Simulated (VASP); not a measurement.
# GaP (l) (F-43m) in VASP: further runs, part 2 of 2

VASP 6.6.1.

### 3 Single point, LDA

This run uses another cell than the first one, of 19.59 Å³/atom, 0.967 times its volume.

INCAR

```
PREC     = Accurate       # precision mode
ENCUT    = 500            # plane-wave cutoff, eV
EDIFF    = 1E-6           # SCF threshold, eV
ISMEAR   = 0              # smearing method
SIGMA    = 0.02           # smearing width, eV
LREAL    = False          # projectors in reciprocal space
LASPH    = True           # aspherical terms in the spheres
NELM     = 120            # most SCF steps
ALGO     = Normal         # electronic algorithm
ISIF     = 2              # what is computed and relaxed
LWAVE    = False          # write WAVECAR
LCHARG   = False          # write CHGCAR
GGA      = CA             # functional
NBANDS   = 16             # bands
GGA_COMPAT= False
```

KPOINTS

```
Automatic mesh
0
Gamma
  8 8 8
```

POSCAR

```
GaP
1.0
    0.0000000000      2.6956550355      2.6956550355
    2.6956550355      0.0000000000      2.6956550355
    2.6956550355      2.6956550355      0.0000000000
Ga P
1 1
Direct
    0.0000000000      0.0000000000      0.0000000000
    0.2500000000      0.2500000000      0.2500000000
```

Potentials or basis: VASP PAW LDA potentials, release 64 (Ga_d, P).

Started as:

```bash
> cat potpaw_LDA.64/Ga_d/POTCAR potpaw_LDA.64/P/POTCAR > POTCAR
> mpirun -np 1 vasp_std > vasp.out
```

OUTCAR:

```text
PREC = Accurate
   ENCUT = 500
   EDIFF = 1E-6
   ISMEAR = 0
   LREAL = False
   LASPH = True
   NELM = 120
   ISIF = 2
   GGA = CA

 ion  position               nearest neighbor table
   1  0.000  0.000  0.000-   2 2.33   2 2.33   2 2.33   2 2.33
   2  0.250  0.250  0.250-   1 2.33   1 2.33   1 2.33   1 2.33

  LATTYP: Found a face centered cubic cell.
 ALAT       =     5.3913100710

  Lattice vectors:

 A1 = (   0.0000000000,   2.6956550355,   2.6956550355)
 A2 = (   2.6956550355,   0.0000000000,   2.6956550355)
 A3 = (   2.6956550355,   2.6956550355,   0.0000000000)

Analysis of symmetry for initial positions (statically):
=====================================================================
 Subroutine PRICEL returns:
 Original cell was already a primitive cell.

 Routine SETGRP: Setting up the symmetry group for a
 face centered cubic supercell.

 Subroutine GETGRP returns: Found 24 space group operations
 (whereof 24 operations were pure point group operations)
 out of a pool of 48 trial point group operations.

The static configuration has the point symmetry T_d .

Analysis of symmetry for dynamics (positions and initial velocities):
=====================================================================
 Subroutine PRICEL returns:
 Original cell was already a primitive cell.

 Routine SETGRP: Setting up the symmetry group for a
 face centered cubic supercell.

 Subroutine GETGRP returns: Found 24 space group operations
 (whereof 24 operations were pure point group operations)
 out of a pool of 48 trial point group operations.

The dynamic configuration has the point symmetry T_d .

 Subroutine INISYM returns: Found 24 space group operations
 (whereof 24 operations are pure point group operations),
 and found     1 'primitive' translations

----------------------------------------------------------------------------------------

                                     Primitive cell

  volume of cell :      39.1763

  direct lattice vectors                    reciprocal lattice vectors
     0.000000000  2.695655036  2.695655036    -0.185483674  0.185483674  0.185483674
     2.695655036  0.000000000  2.695655036     0.185483674 -0.185483674  0.185483674
     2.695655036  2.695655036  0.000000000     0.185483674  0.185483674 -0.185483674

  length of vectors
     3.812231911  3.812231911  3.812231911     0.321267147  0.321267147  0.321267147

  position of ions in fractional coordinates (direct lattice)
     0.000000000  0.000000000  0.000000000
     0.250000000  0.250000000  0.250000000

  ion indices of the primitive-cell ions
   primitive index   ion index
                 1           1
                 2           2

----------------------------------------------------------------------------------------

 KPOINTS: Automatic mesh

Automatic generation of k-mesh.
 Grid dimensions read from file:
 generate k-points for:    8    8    8

 Generating k-lattice:

  Cartesian coordinates                     Fractional coordinates (reciprocal lattice)
    -0.023185459  0.023185459  0.023185459     0.125000000  0.000000000  0.000000000
     0.023185459 -0.023185459  0.023185459     0.000000000  0.125000000  0.000000000
     0.023185459  0.023185459 -0.023185459     0.000000000  0.000000000  0.125000000

  Length of vectors
     0.040158393  0.040158393  0.040158393

  Shift w.r.t. Gamma in fractional coordinates (k-lattice)
     0.000000000  0.000000000  0.000000000

 Subroutine IBZKPT returns following result:
 ===========================================

 Found     29 irreducible k-points:

 Following reciprocal coordinates:
            Coordinates               Weight
  0.000000  0.000000  0.000000      1.000000
  0.125000  0.000000  0.000000      8.000000
  0.250000  0.000000  0.000000      8.000000
  0.375000  0.000000  0.000000      8.000000
  0.500000  0.000000  0.000000      4.000000
  0.125000  0.125000  0.000000      6.000000
[... 16 lines left out ...]
  0.500000  0.250000  0.125000     48.000000
 -0.375000  0.250000  0.125000     24.000000
 [... further k-points ...]
   k-points           NKPTS =     29   k-points in BZ     NKDIM =     29   number of bands    NBANDS=     16
   number of dos      NEDOS =    301   number of ions     NIONS =      2
   total plane-waves  NPLWV =  21952
   dimension x,y,z NGX =    28 NGY =   28 NGZ =   28
   dimension x,y,z NGXF=    56 NGYF=   56 NGZF=   56
   ions per type =               1   1
   NGX,Y,Z   is equivalent  to a cutoff of  12.21, 12.21, 12.21 a.u.
   NGXF,Y,Z  is equivalent  to a cutoff of  24.42, 24.42, 24.42 a.u.
 SYSTEM =  unknown system
   PREC   = accura    normal or accurate (medium, high low for compatibility)
   ISTART =      0    job   : 0-new  1-cont  2-samecut
   ICHARG =      2    charge: 1-file 2-atom 10-const
   ISPIN  =      1    spin polarized calculation?
   LNONCOLLINEAR =      F non collinear calculations
   LSORBIT =      F    spin-orbit coupling
   LASPH  =      T    aspherical Exc in radial PAW
   ENCUT  =  500.0 eV  36.75 Ry    6.06 a.u.   6.95  6.95  6.95*2*pi/ulx,y,z
   NELM   =    120;   NELMIN=  2; NELMDL= -5     # of ELM steps
   EDIFF  = 0.1E-05   stopping-criterion for ELM
   LREAL  =      F    real-space projection
   EDIFFG = 0.1E-04   stopping-criterion for IOM
   NSW    =      0    number of steps for IOM
   IBRION =     -1    ionic relax: 0-MD 1-quasi-New 2-CG
   NFREE  =      0    steps in history (QN), initial steepest desc. (CG)
   ISIF   =      2    stress and relaxation
   ISYM   =      2    0-nonsym 1-usesym 2-fastsym
   POTIM  = 0.5000    time-step for ionic-motion
   TEBEG  =    0.0;   TEEND  =   0.0 temperature during run
   PSTRESS=    0.0 pullay stress
   NELECT =      18.0000    total number of electrons
   NUPDOWN=      -1.0000    fix difference up-down
   EMIN   =  10.00;   EMAX   =-10.00  energy-range for DOS
   EFERMI =   0.00;   METHOD = LEGACY
   ISMEAR =     0;   SIGMA  =   0.02  broadening in eV -4-tet -1-fermi 0-gaus
   EFERMI_NEDOS =   21; number of points for ismear=-14 and -15
   IALGO  =     38    algorithm
   IMIX   =      4    mixing-type and parameters
     AMIX     =   0.40;   BMIX     =  1.00
     AMIX_MAG =   1.60;   BMIX_MAG =  1.00
  volume/ion in A,a.u.               =      19.59       132.19
  Fermi-wavevector in a.u.,A,eV,Ry     =   1.263256  2.387208 21.712389  1.595816
  Thomas-Fermi vector in A             =   2.396622
   LORBIT       =      0    0 simple, 1 ext, 2 COOP (PROOUT), +10 PAW based schemes
   GGA     = CA    functional components
   LHFCALC =     F    Hartree Fock is set to
   AEXX    =    0.0000 exact exchange contribution
   IVDW    =     0    specifies the selected vdW correction
   LEPSILON=     F    determine dielectric tensor
   LRPA    =     F    only Hartree local field effects (RPA)
 non-spin polarized calculation
 Gauss-broadening in eV      SIGMA  =   0.02
  energy-cutoff  :      500.00
  volume of cell :       39.18
 maximum number of plane-waves:      1006
   NGX = 13   NGY = 13   NGZ = 13

 number of electron      17.9999998 magnetization

 Free energy of the ion-electron system (eV)
  ---------------------------------------------------
  ext. energy  EPLUGINS =         0.00000000
  ---------------------------------------------------
  free energy    TOTEN  =       -10.45066246 eV

  energy without entropy =      -10.45066246  energy(sigma->0) =      -10.45066246

 E-fermi :   4.9422     XC(G=0): -10.3108

 val. band max:        4.8485063875   @ k =   0.0000   0.0000   0.0000
 cond. band min:       6.2781289280   @ k =   0.5000   0.5000   0.0000
 fundamental gap:      1.4296225405
 Fermi energy:         4.9421708938

 k-point     1 :       0.0000    0.0000    0.0000
  band No.  band energies     occupation
      1      -9.9174      2.00000
      2      -9.9174      2.00000
      3      -9.9174      2.00000
      4      -9.8091      2.00000
      5      -9.8091      2.00000
      6      -7.9120      2.00000
[... 8 lines left out ...]
     15      14.6926      0.00000
     16      14.6926      0.00000

 k-point     2 :       0.1250    0.0000    0.0000
  band No.  band energies     occupation
      1      -9.9320      2.00000
      2      -9.9122      2.00000
      3      -9.9122      2.00000
      4      -9.8091      2.00000
      5      -9.8091      2.00000
      6      -7.7009      2.00000
[... 8 lines left out ...]
     15      14.0101      0.00000
     16      14.4240      0.00000
[... 387 lines left out ...]
      5      -9.7993      2.00000
      6      -5.7861      2.00000
[... 8 lines left out ...]
     15      16.4116      0.00000
     16      17.7204      0.00000

 k-point    24 :      -0.3750    0.2500    0.1250
  band No.  band energies     occupation
      1     -10.0095      2.00000
      2      -9.8841      2.00000
      3      -9.8704      2.00000
      4      -9.8151      2.00000
      5      -9.8011      2.00000
      6      -5.2877      2.00000
[... 8 lines left out ...]
     15      16.8443      0.00000
     16      17.4333      0.00000

 [... further k-points ...]
[... 5 lines left out ...]
  --------------------------------------------------------------------------------------
  -------------------------------------------------------------------------------------
  Total        0.0180728      0.0180728      0.0180728      0.0000000     -0.0000000      0.0000000
  in kB        0.7391187      0.7391187      0.7391187      0.0000000     -0.0000000      0.0000000
  external PRESSURE =       0.7391187 kB  Pullay stress =       0.0000000 kB

 VOLUME and BASIS-vectors are now :
 -----------------------------------------------------------------------------
  energy-cutoff  :      500.00
  volume of cell :       39.18
      direct lattice vectors                 reciprocal lattice vectors
     0.000000000  2.695655036  2.695655036    -0.185483674  0.185483674  0.185483674
     2.695655036  0.000000000  2.695655036     0.185483674 -0.185483674  0.185483674
     2.695655036  2.695655036  0.000000000     0.185483674  0.185483674 -0.185483674

 POSITION                                       TOTAL-FORCE (eV/Angst)
 -----------------------------------------------------------------------------------
      0.00000      0.00000      0.00000        -0.000000     -0.000000     -0.000000
      1.34783      1.34783      1.34783         0.000000      0.000000      0.000000
 -----------------------------------------------------------------------------------
    total drift:                                0.000000      0.000000      0.000000

  FREE ENERGIE OF THE ION-ELECTRON SYSTEM (eV)
  ---------------------------------------------------
  free  energy   TOTEN  =       -10.4506624592 eV

  energy  without entropy=      -10.4506624592  energy(sigma->0) =      -10.45066246
```

Wall time 9.4 s (1 thread of AMD EPYC 9R45 (Zen 5), shared host); peak memory 0.11 GiB.

Results:

| Property | Result |
| --- | --- |
| Free energy | -10.4507 eV |
| Pressure | 0.1 GPa |
| Band gap on the k mesh | 1.43 eV, indirect (least direct gap 1.91 eV) |

### 4 Single point, LDA

This run uses another cell than the first one, of 19.59 Å³/atom, 0.967 times its volume.

INCAR

```
SYSTEM = GaP
PREC = Accurate ; ENCUT = 500
EDIFF = 1E-6 ; ISMEAR = 0
SIGMA = 0.02 ; LREAL = .False.
LASPH = .True. ; NELM = 120
ALGO = Normal ; ISIF = 2
LWAVE = .False. ; LCHARG = .False.
NBANDS = 16 ; GGA_COMPAT = .False.
```

KPOINTS

```
Automatic mesh
0
Gamma
  10 10 10
  0 0 0
```

POSCAR is that of step 3.

Started as:

```bash
> cat potpaw_LDA.64/Ga_d/POTCAR potpaw_LDA.64/P/POTCAR > POTCAR
> mpirun -np 1 vasp_std > vasp.out
```

Wall time 15 s (1 thread of AMD EPYC 9R45 (Zen 5), shared host); peak memory 0.12 GiB.

Results (log left out):

```
Free energy            : -10.4530 eV
Pressure               : 0.1 GPa
Band gap on the k mesh : 1.40 eV, indirect (least direct gap 1.91 eV)
```

Levels at points of the mesh, in eV from the valence-band top:
```tsv
k point	band 5	band 6	band 7	band 8	band 9	band 10	band 11	band 12	band 13	band 14
(0.00, 0.00, 0.00)	-14.66	-12.76	0.00	0.00	0.00	1.91	3.78	3.78	3.78	8.64
(0.50, 0.00, 0.00)	-14.65	-10.57	-6.90	-1.18	-1.18	1.62	4.62	4.62	8.11	10.88
(0.50, 0.50, 0.00)	-14.63	-9.60	-7.00	-2.82	-2.82	1.43	1.65	10.70	10.70	11.27
```

A k mesh can miss the band edges. A hybrid or GW would open this gap; LDA tends to underestimate it.

### 5 Overview

```tsv
cell	k mesh	smearing	gap on the mesh (eV)	pressure (GPa)
a = 3.855 Å, angles 60.0°, 2 atoms	6 × 6 × 6	gaussian 0.1 eV	1.49	-2.7
a = 3.812 Å, angles 60.0°, 2 atoms	8 × 8 × 8	gaussian 0.02 eV	1.43	0.1
a = 3.812 Å, angles 60.0°, 2 atoms	10 × 10 × 10	gaussian 0.02 eV	1.40	0.1
```

Alike in all rows: task single point; level LDA; potentials or basis VASP PAW LDA potentials, release 64 (Ga_d, P); no spin polarisation; cutoff (eV) 500.

Total energies depend on the potentials used, so only differences within one code and one set of settings carry meaning.
